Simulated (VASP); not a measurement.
Set up this calculation in VASP 6.6.1, as the native input.

| Quantity | Value |
| --- | --- |
| Task | relaxation of cell and atoms |
| Functional | PBEsol |
| Potentials or basis | VASP PAW PBE potentials, release 64 (Y_sv) |
| Cutoff | 500 eV |
| k mesh | 7 × 7 × 7 |
| Occupations | fermi-dirac, width 0.1 eV |
| Spin | no spin polarisation |
| Dipole correction | no |
| Further INCAR settings | ALGO = Normal; EDIFF = 1e-07; IBRION = 2; EDIFFG = -0.01; NSW = 60; ISIF = 3 |

The structure of Y lies in POSCAR:

```
Y
1.0
    3.2044594299      0.0000000000      0.0000000000
    0.0000000000      3.2044594299      0.0000000000
    0.0000000000      0.0000000000      3.2044594299
Y
1
Direct
    0.0000000000      0.0000000000      0.0000000000
```

This isn't the form of Y at room conditions, which is hcp.

One way to write it, as run:

INCAR

```
SYSTEM = Y
  ALGO = Normal
  EDIFF = 1E-7
  EDIFFG = -0.01
  ENCUT = 500
  GGA = PS
  GGA_COMPAT = .False.
  IBRION = 2
  ISIF = 3
  ISMEAR = -1
  LASPH = .True.
  LCHARG = .False.
  LREAL = .False.
  LWAVE = .False.
  NELM = 120
  NELMIN = 4
  NSW = 60
  PREC = Accurate
  SIGMA = 0.1
```

KPOINTS

```
k-points
0
Gamma
  7 7 7
  0 0 0
```

Potentials or basis: VASP PAW PBE potentials, release 64 (Y_sv).

The run is started by

```console
$ cat potpaw_PBE.64/Y_sv/POTCAR > POTCAR
$ mpirun -np 1 vasp_std > vasp.out
```

It gave:

```yaml
Pressure_after_relaxing: 0.0 GPa
Band_gap_on_the_k_mesh: zero (an odd number of electrons rules out a gap without spin polarisation)
```

Caveat: the relaxation stopped at its first step, so nothing moved; the PAW data sets were made with another functional, which shifts forces and pressure a little.

It took 4.7 s on 1 thread of Intel(R) Xeon(R) 6975P-C (Granite Rapids), on a shared host, peak memory 0.14 GiB.
